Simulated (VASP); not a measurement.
Here is a VASP 6.6.1 calculation.

INCAR

```
SYSTEM = TiC
PREC = Accurate
ENCUT = 520
EDIFF = 1E-6
ISMEAR = 0
SIGMA = 0.15
LREAL = .False.
LASPH = .True.
NELM = 60
ALGO = Normal
ISIF = 2
LWAVE = .False.
LCHARG = .False.
GGA = PE
NBANDS = 15
```

KPOINTS

```
regular mesh
0
Gamma
  8 8 8
  0 0 0
```

The input POSCAR:

```
TiC
1.0
    0.0000000000      2.1556951519      2.1556951519
    2.1556951519      0.0000000000      2.1556951519
    2.1556951519      2.1556951519      0.0000000000
Ti C
1 1
Direct
    0.0312300000      0.9477500000      0.9829100000
    0.4518000000      0.5228900000      0.4879700000
```

Potentials or basis: VASP PAW PBE potentials, release 64 (Ti_sv, C).

Run with:

```console
$ cat potpaw_PBE.64/Ti_sv/POTCAR potpaw_PBE.64/C/POTCAR > POTCAR
$ mpirun -np 1 vasp_std > vasp.out
```

Problem. Predict the band gap on the k mesh.

Solution. 0.11 eV, indirect (least direct gap 0.62 eV).

Problem. What does it give for the largest force?

Solution. 2.124 eV/Å.

Problem. Predict the pressure.

Solution. 10.9 GPa.

Stress tensor (GPa, compression positive):
```
14.89  3.97  0.22
 3.97 13.44 -0.21
 0.22 -0.21  4.24
```

Caveat: forces of over 1 eV/Å act on the atoms, so gaps and moduli don't describe the material at rest. A k mesh can miss the band edges.
